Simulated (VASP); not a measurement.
Write the native input for VASP 6.6.1 that does the following.

- Task: single point
- Functional: PBE
- Potentials or basis: VASP PAW PBE potentials, release 64 (Au, Pt)
- Cutoff: 520 eV
- k mesh: 13 × 13 × 1
- Occupations: fermi-dirac, width 0.08 eV
- Spin: no spin polarisation
- Dipole correction: yes
- Further INCAR settings: ALGO = Normal; EDIFF = 1e-06; NBANDS = 40

The structure of Pt5Au lies in POSCAR:

```
Pt5Au
1.0
    2.8080030017      0.0000000000      0.0000000000
   -1.4040015008      2.4318019334      0.0000000000
    0.0000000000      0.0000000000     27.4636000000
Au Pt
1 5
Direct
    0.1666666667      0.3333333333      0.2911533011
    0.5000000000      1.0000000000      0.3754613679
    0.8333333333      0.6666666667      0.4585441484
    0.1666666667      0.3333333333      0.5414558526
    0.5000000000      1.0000000000      0.6245386315
    0.8333333333      0.6666666667      0.7088466978
```

The input as run:

INCAR

```
PREC     = Accurate       # precision mode
ENCUT    = 520            # plane-wave cutoff, eV
EDIFF    = 1E-6           # SCF threshold, eV
ISMEAR   = -1             # smearing method
SIGMA    = 0.08           # smearing width, eV
LREAL    = False          # projectors in reciprocal space
LASPH    = True           # aspherical terms in the spheres
NELM     = 60             # most SCF steps
ALGO     = Normal         # electronic algorithm
ISIF     = 2              # what is computed and relaxed
LWAVE    = False          # write WAVECAR
LCHARG   = False          # write CHGCAR
LDIPOL   = True         
IDIPOL   = 3            
DIPOL    = 0.5 0.5 0.500
GGA      = PE             # functional
NBANDS   = 40             # bands
```

KPOINTS

```
Automatic mesh
0
Gamma
  13 13 1
```

Potentials or basis: VASP PAW PBE potentials, release 64 (Au, Pt).

Launch:

```sh
$ cat potpaw_PBE.64/Au/POTCAR potpaw_PBE.64/Pt/POTCAR > POTCAR
$ mpirun -np 1 vasp_std > vasp.out
```

It gave:

| Item | Value |
| --- | --- |
| Largest force | 0.636 eV/Å |
| Band gap on the k mesh | zero (an odd number of electrons rules out a gap without spin polarisation) |

Caveat: spin-orbit coupling is left out, which moves the levels of the heavy elements.

It took 22 min on 1 thread of Intel Xeon 8259CL, with other jobs on the host, peak memory 0.38 GiB.
